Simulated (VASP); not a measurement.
# MgO (P6_3/mmc) in VASP: single point with PBE

Aim: the single point of MgO with PBE.

Program: VASP 6.6.1. These are calculated values, not measurements. Logs are shortened: lines on timing, memory, paths and dates and some standing lists are left out, and cuts for length are marked.

## (1) The cell of the first run

Symmetry: P6_3/mmc, No. 194, hexagonal system. Conventional cell: a = 2.943 Å, b = 2.943 Å, c = 3.579 Å, α = 90.00°, β = 90.00°, γ = 120.00°. Mg (site symmetry -6m2) has 5 O at 1.70 to 1.79 Å within 2.3 Å. O (site symmetry -6m2) has 5 Mg at 1.70 to 1.79 Å within 2.3 Å.

## (2) Single point, PBE

Contents of INCAR:

```
  ALGO = Normal
  EDIFF = 1E-6
  ENCUT = 840
  GGA = PE
  GGA_COMPAT = False
  ISIF = 2
  ISMEAR = -1
  LASPH = True
  LCHARG = False
  LREAL = False
  LWAVE = False
  NBANDS = 24
  NELM = 120
  PREC = Accurate
  SIGMA = 0.08
```

Contents of KPOINTS:

```
k-points
0
Gamma
  13 13 7
```

Contents of POSCAR:

```
MgO
1.0
    2.9432445325      0.0000000000      0.0000000000
   -1.4716222662      2.5489245347      0.0000000000
    0.0000000000      0.0000000000      3.5791938418
Mg O
2 2
Direct
    0.3333333333      0.6666666667     -0.0619999209
    0.6666666667      0.3333333333      0.4380000791
    0.3333333333      0.6666666667      0.4379999209
    0.6666666667      0.3333333333      0.9379999209
```

Potentials or basis: VASP PAW PBE potentials, release 64 (Mg_sv, O).

Launch:

```sh
cat potpaw_PBE.64/Mg_sv/POTCAR potpaw_PBE.64/O/POTCAR > POTCAR
mpirun -np 1 vasp_std > vasp.out
```

OUTCAR:

```text
EDIFF = 1E-6
   ENCUT = 840
   GGA = PE
   ISIF = 2
   ISMEAR = -1
   LASPH = True
   LREAL = False
   NELM = 120
   PREC = Accurate

 ion  position               nearest neighbor table
   1  0.333  0.667  0.938-   4 1.70   4 1.70   4 1.70   3 1.79   3 1.79
   2  0.667  0.333  0.438-   3 1.70   3 1.70   3 1.70   4 1.79   4 1.79
   3  0.333  0.667  0.438-   2 1.70   2 1.70   2 1.70   1 1.79   1 1.79
   4  0.667  0.333  0.938-   1 1.70   1 1.70   1 1.70   2 1.79   2 1.79

  LATTYP: Found a hexagonal cell.
 ALAT       =     2.9432445325
 C/A-ratio  =     1.2160708369

  Lattice vectors:

 A1 = (   2.9432445325,   0.0000000000,   0.0000000000)
 A2 = (  -1.4716222662,   2.5489245347,   0.0000000000)
 A3 = (   0.0000000000,   0.0000000000,   3.5791938418)

Analysis of symmetry for initial positions (statically):
=====================================================================
 Subroutine PRICEL returns:
 Original cell was already a primitive cell.

 Routine SETGRP: Setting up the symmetry group for a
 hexagonal supercell.

 Subroutine GETGRP returns: Found 24 space group operations
 (whereof  6 operations were pure point group operations)
 out of a pool of 24 trial point group operations.

The static configuration has the point symmetry C_3v.
 The point group associated with its full space group is D_6h.

Analysis of symmetry for dynamics (positions and initial velocities):
=====================================================================
 Subroutine PRICEL returns:
 Original cell was already a primitive cell.

 Routine SETGRP: Setting up the symmetry group for a
 hexagonal supercell.

 Subroutine GETGRP returns: Found 24 space group operations
 (whereof  6 operations were pure point group operations)
 out of a pool of 24 trial point group operations.

The dynamic configuration has the point symmetry C_3v.
 The point group associated with its full space group is D_6h.

 Subroutine INISYM returns: Found 24 space group operations
 (whereof  6 operations are pure point group operations),
 and found     1 'primitive' translations

----------------------------------------------------------------------------------------

                                     Primitive cell

  volume of cell :      26.8515

  direct lattice vectors                    reciprocal lattice vectors
     2.943244533  0.000000000  0.000000000     0.339761100  0.196161163  0.000000000
    -1.471622266  2.548924535  0.000000000     0.000000000  0.392322325  0.000000000
     0.000000000  0.000000000  3.579193842     0.000000000  0.000000000  0.279392524

  length of vectors
     2.943244533  2.943244532  3.579193842     0.392322325  0.392322325  0.279392524

  position of ions in fractional coordinates (direct lattice)
     0.333333333  0.666666667  0.938000079
     0.666666667  0.333333333  0.438000079
     0.333333333  0.666666667  0.437999921
     0.666666667  0.333333333  0.937999921

  ion indices of the primitive-cell ions
   primitive index   ion index
                 1           1
                 2           2
                 3           3
                 4           4

----------------------------------------------------------------------------------------

 KPOINTS: k-points

Automatic generation of k-mesh.
 Grid dimensions read from file:
 generate k-points for:   13   13    7

 Generating k-lattice:

  Cartesian coordinates                     Fractional coordinates (reciprocal lattice)
     0.026135469  0.015089320  0.000000000     0.076923077  0.000000000  0.000000000
     0.000000000  0.030178640  0.000000000     0.000000000  0.076923077  0.000000000
     0.000000000  0.000000000  0.039913218     0.000000000  0.000000000  0.142857143

  Length of vectors
     0.030178640  0.030178640  0.039913218

  Shift w.r.t. Gamma in fractional coordinates (k-lattice)
     0.000000000  0.000000000  0.000000000

 Subroutine IBZKPT returns following result:
 ===========================================

 Found     84 irreducible k-points:

 Following reciprocal coordinates:
            Coordinates               Weight
  0.000000  0.000000  0.000000      1.000000
  0.076923 -0.000000  0.000000      6.000000
  0.153846 -0.000000  0.000000      6.000000
  0.230769 -0.000000  0.000000      6.000000
  0.307692 -0.000000  0.000000      6.000000
  0.384615 -0.000000  0.000000      6.000000
[... 16 lines left out ...]
  0.076923 -0.000000  0.142857     12.000000
  0.153846 -0.000000  0.142857     12.000000
 [... further k-points ...]
   k-points           NKPTS =     84   k-points in BZ     NKDIM =     84   number of bands    NBANDS=     24
   number of dos      NEDOS =    301   number of ions     NIONS =      4
   total plane-waves  NPLWV =  28224
   dimension x,y,z NGX =    28 NGY =   28 NGZ =   36
   dimension x,y,z NGXF=    56 NGYF=   56 NGZF=   72
   ions per type =               2   2
   NGX,Y,Z   is equivalent  to a cutoff of  15.82, 15.82, 16.72 a.u.
   NGXF,Y,Z  is equivalent  to a cutoff of  31.63, 31.63, 33.44 a.u.
 SYSTEM =  unknown system
   PREC   = accura    normal or accurate (medium, high low for compatibility)
   ISTART =      0    job   : 0-new  1-cont  2-samecut
   ICHARG =      2    charge: 1-file 2-atom 10-const
   ISPIN  =      1    spin polarized calculation?
   LNONCOLLINEAR =      F non collinear calculations
   LSORBIT =      F    spin-orbit coupling
   LASPH  =      T    aspherical Exc in radial PAW
   ENCUT  =  840.0 eV  61.74 Ry    7.86 a.u.   6.96  6.96  8.46*2*pi/ulx,y,z
   NELM   =    120;   NELMIN=  2; NELMDL= -5     # of ELM steps
   EDIFF  = 0.1E-05   stopping-criterion for ELM
   LREAL  =      F    real-space projection
   EDIFFG = 0.1E-04   stopping-criterion for IOM
   NSW    =      0    number of steps for IOM
   IBRION =     -1    ionic relax: 0-MD 1-quasi-New 2-CG
   NFREE  =      0    steps in history (QN), initial steepest desc. (CG)
   ISIF   =      2    stress and relaxation
   ISYM   =      2    0-nonsym 1-usesym 2-fastsym
   POTIM  = 0.5000    time-step for ionic-motion
   TEBEG  =    0.0;   TEEND  =   0.0 temperature during run
   PSTRESS=    0.0 pullay stress
   NELECT =      32.0000    total number of electrons
   NUPDOWN=      -1.0000    fix difference up-down
   EMIN   =  10.00;   EMAX   =-10.00  energy-range for DOS
   EFERMI =   0.00;   METHOD = LEGACY
   ISMEAR =    -1;   SIGMA  =   0.08  broadening in eV -4-tet -1-fermi 0-gaus
   EFERMI_NEDOS =   21; number of points for ismear=-14 and -15
   IALGO  =     38    algorithm
   IMIX   =      4    mixing-type and parameters
     AMIX     =   0.40;   BMIX     =  1.00
     AMIX_MAG =   1.60;   BMIX_MAG =  1.00
  volume/ion in A,a.u.               =       6.71        45.30
  Fermi-wavevector in a.u.,A,eV,Ry     =   1.735676  3.279952 40.988516  3.012571
  Thomas-Fermi vector in A             =   2.809236
   LORBIT       =      0    0 simple, 1 ext, 2 COOP (PROOUT), +10 PAW based schemes
   GGA     = PE    functional components
   LHFCALC =     F    Hartree Fock is set to
   AEXX    =    0.0000 exact exchange contribution
   IVDW    =     0    specifies the selected vdW correction
   LEPSILON=     F    determine dielectric tensor
   LRPA    =     F    only Hartree local field effects (RPA)
 non-spin polarized calculation
  energy-cutoff  :      840.00
  volume of cell :       26.85
 maximum number of plane-waves:      1500
 NGX is ok and might be reduce to    28
   NGX = 13   NGY = 13   NGZ = 17

 number of electron      32.0000003 magnetization

 Free energy of the ion-electron system (eV)
  ---------------------------------------------------
  ext. energy  EPLUGINS =         0.00000000
  ---------------------------------------------------
  free energy    TOTEN  =       -16.41133459 eV

  energy without entropy =      -16.41133459  energy(sigma->0) =      -16.41133459

 E-fermi :   7.5796     XC(G=0): -12.9177

 val. band max:        5.9378073871   @ k =   0.0000   0.0000   0.0000
 cond. band min:      12.1279840522   @ k =   0.0000   0.0000   0.0000
 fundamental gap:      6.1901766651
 Fermi energy:         7.5795749338

 k-point     1 :       0.0000    0.0000    0.0000
  band No.  band energies     occupation
      1     -65.2670      2.00000
      2     -65.1530      2.00000
      3     -32.2396      2.00000
      4     -32.0499      2.00000
      5     -32.0499      2.00000
      6     -31.9024      2.00000
[... 16 lines left out ...]
     23      24.2500      0.00000
     24      27.6735      0.00000

 k-point     2 :       0.0769   -0.0000    0.0000
  band No.  band energies     occupation
      1     -65.2649      2.00000
      2     -65.1538      2.00000
      3     -32.2330      2.00000
      4     -32.0580      2.00000
      5     -32.0541      2.00000
      6     -31.9132      2.00000
[... 16 lines left out ...]
     23      24.0478      0.00000
     24      27.3837      0.00000

 k-point     3 :       0.1538   -0.0000    0.0000
  band No.  band energies     occupation
      1     -65.2589      2.00000
      2     -65.1566      2.00000
      3     -32.2139      2.00000
      4     -32.0809      2.00000
      5     -32.0652      2.00000
      6     -31.9430      2.00000
[... 16 lines left out ...]
     23      24.2045      0.00000
     24      26.7038      0.00000

 k-point     4 :       0.2308   -0.0000    0.0000
  band No.  band energies     occupation
      1     -65.2496      2.00000
      2     -65.1609      2.00000
      3     -32.1842      2.00000
      4     -32.1136      2.00000
      5     -32.0804      2.00000
      6     -31.9836      2.00000
[... 16 lines left out ...]
     23      24.7646      0.00000
     24      25.9744      0.00000

 k-point     5 :       0.3077   -0.0000    0.0000
  band No.  band energies     occupation
      1     -65.2386      2.00000
      2     -65.1669      2.00000
      3     -32.1493      2.00000
      4     -32.1471      2.00000
      5     -32.0959      2.00000
      6     -32.0252      2.00000
[... 16 lines left out ...]
     23      25.4443      0.00000
     24      25.4739      0.00000

 k-point     6 :       0.3846   -0.0000    0.0000
  band No.  band energies     occupation
      1     -65.2275      2.00000
      2     -65.1739      2.00000
      3     -32.1797      2.00000
      4     -32.1087      2.00000
      5     -32.1083      2.00000
      6     -32.0583      2.00000
[... 16 lines left out ...]
     23      25.3402      0.00000
     24      26.1312      0.00000
[... 379 lines left out ...]
 k-point    21 :       0.3077    0.3077    0.0000
  band No.  band energies     occupation
      1     -65.2035      2.00000
      2     -65.1925      2.00000
      3     -32.1820      2.00000
      4     -32.1283      2.00000
      5     -32.1053      2.00000
      6     -32.0218      2.00000
[... 16 lines left out ...]
     23      24.9654      0.00000
     24      27.7238      0.00000

 k-point    22 :       0.0000    0.0000    0.1429
  band No.  band energies     occupation
      1     -65.2613      2.00000
      2     -65.1586      2.00000
      3     -32.2232      2.00000
      4     -32.0423      2.00000
      5     -32.0423      2.00000
      6     -31.9095      2.00000
[... 16 lines left out ...]
     23      25.1733      0.00000
     24      26.0904      0.00000

 k-point    23 :       0.0769   -0.0000    0.1429
  band No.  band energies     occupation
      1     -65.2592      2.00000
      2     -65.1594      2.00000
      3     -32.2205      2.00000
      4     -32.0473      2.00000
      5     -32.0463      2.00000
      6     -31.9262      2.00000
[... 16 lines left out ...]
     23      24.6885      0.00000
     24      26.5414      0.00000

 k-point    24 :       0.1538   -0.0000    0.1429
  band No.  band energies     occupation
      1     -65.2538      2.00000
      2     -65.1616      2.00000
      3     -32.2146      2.00000
      4     -32.0589      2.00000
      5     -32.0570      2.00000
      6     -31.9668      2.00000
[... 16 lines left out ...]
     23      24.6264      0.00000
     24      26.5507      0.00000

 [... further k-points ...]
[... 5 lines left out ...]
  --------------------------------------------------------------------------------------
  -------------------------------------------------------------------------------------
  Total       32.1695519     32.1695519     32.1776601      0.0000000      0.0000000     -0.0000000
  in kB     1919.4952892   1919.4952892   1919.9790914      0.0000000      0.0000000     -0.0000000
  external PRESSURE =    1919.6565566 kB  Pullay stress =       0.0000000 kB

 VOLUME and BASIS-vectors are now :
 -----------------------------------------------------------------------------
  energy-cutoff  :      840.00
  volume of cell :       26.85
      direct lattice vectors                 reciprocal lattice vectors
     2.943244533  0.000000000  0.000000000     0.339761100  0.196161163  0.000000000
    -1.471622266  2.548924535  0.000000000     0.000000000  0.392322325  0.000000000
     0.000000000  0.000000000  3.579193842     0.000000000  0.000000000  0.279392524

 POSITION                                       TOTAL-FORCE (eV/Angst)
 -----------------------------------------------------------------------------------
     -0.00000      1.69928      3.35728        -0.000000      0.000000      0.000000
      1.47162      0.84964      1.56769         0.000000     -0.000000      0.000000
     -0.00000      1.69928      1.56769         0.000000     -0.000000     -0.000000
      1.47162      0.84964      3.35728        -0.000000      0.000000      0.000000
 -----------------------------------------------------------------------------------
    total drift:                               -0.000000      0.000000      0.001145

  FREE ENERGIE OF THE ION-ELECTRON SYSTEM (eV)
  ---------------------------------------------------
  free  energy   TOTEN  =       -16.4113345878 eV

  energy  without entropy=      -16.4113345878  energy(sigma->0) =      -16.41133459
```

It took 41 s on 1 thread of Intel Xeon 6975P-C (Granite Rapids), shared host; peak memory 0.21 GiB.

What came out:

```
Free energy            : -16.4113 eV
Pressure               : 192.0 GPa
Band gap on the k mesh : 6.19 eV
```

Caveat: the cell stands under pressure. A k mesh can miss the band edges.
